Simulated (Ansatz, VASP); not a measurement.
# BaNb3 in VASP and in Ansatz

Contents of INCAR:

```
ALGO     = Fast           # electronic algorithm
EDIFF    = 1E-7           # SCF threshold, eV
EDIFFG   = -0.01          # ionic threshold
ENCUT    = 600            # plane-wave cutoff, eV
GGA      = PE             # functional
IBRION   = 2              # ionic algorithm
ISIF     = 3              # what is computed and relaxed
ISMEAR   = 0              # smearing method
LASPH    = T              # aspherical terms in the spheres
LCHARG   = F              # write CHGCAR
LREAL    = F              # projectors in reciprocal space
LWAVE    = F              # write WAVECAR
NELM     = 100            # most SCF steps
NSW      = 100            # ionic steps
PREC     = Accurate       # precision mode
SIGMA    = 0.1            # smearing width, eV
```

File KPOINTS:

```
k-points
0
Gamma
  10 10 10
```

File POSCAR:

```
BaNb3
1.0
    4.4511392863      0.0000000000      0.0000000000
    0.0000000000      4.4511392863      0.0000000000
    0.0000000000      0.0000000000      4.4511392863
Ba Nb
1 3
Direct
    0.0000000000      0.0000000000      0.0000000000
    0.0000000000      0.5000000000      0.5000000000
    0.5000000000      0.0000000000      0.5000000000
    0.5000000000      0.5000000000      0.0000000000
```

Input for Ansatz:

```yaml
crystal:
  lattice:
    - [4.4511392863, 0.0, 0.0]
    - [0.0, 4.4511392863, 0.0]
    - [0.0, 0.0, 4.4511392863]
  atoms:
    - { symbol: Ba, position: [0.0, 0.0, 0.0] }
    - { symbol: Nb, position: [0.0, 0.5, 0.5] }
    - { symbol: Nb, position: [0.5, 0.0, 0.5] }
    - { symbol: Nb, position: [0.5, 0.5, 0.0] }
basis:
  ecutwfc: 420
kpoints:
  mp_grid: { grid: [10, 10, 10] }
hamiltonian:
  xc: pbe
scf:
  occupations: { method: gaussian, width: 0.1 }
output:
  forces: true
  stress: true
  eigenvalues: true
  write_density: true
  write_potential: true
  elf: true
  volumetric_format: npy
relax:
  adjacent_minimum: "off"
  f_tol: 0.01
  max_steps: 80
  cell: { stress_tol: 0.05 }
```

Alike in both runs: task relaxation of cell and atoms; functional PBE; k mesh 10 × 10 × 10; occupations gaussian, width 0.1 eV; no spin polarisation.

|  | VASP | Ansatz |
| --- | --- | --- |
| version | VASP 6.6.1 | Ansatz 0.2.0 |
| potentials or method | VASP PAW PBE potentials, release 64 (Ba_sv, Nb_sv), cutoff 600 eV | scalar-relativistic, plane waves, PAW |
| valence electrons in the cell | 49 | 49 |

VASP gave:

```
gap on the k mesh at the Fermi level, each at its own relaxed structure (eV) : none
relaxed volume (Å³/atom)                                                     : 22.38
relaxed cell length with the largest relative difference (Å)                 : 4.473
```

What did Ansatz give for the same quantities?

gap on the k mesh at the Fermi level, each at its own relaxed structure (eV): none; relaxed volume (Å³/atom): 22.02; relaxed cell length with the largest relative difference (Å): 4.449.

A gap of «none» marks a metal or a gap that the smearing closes.

Neither program's run includes spin-orbit coupling.
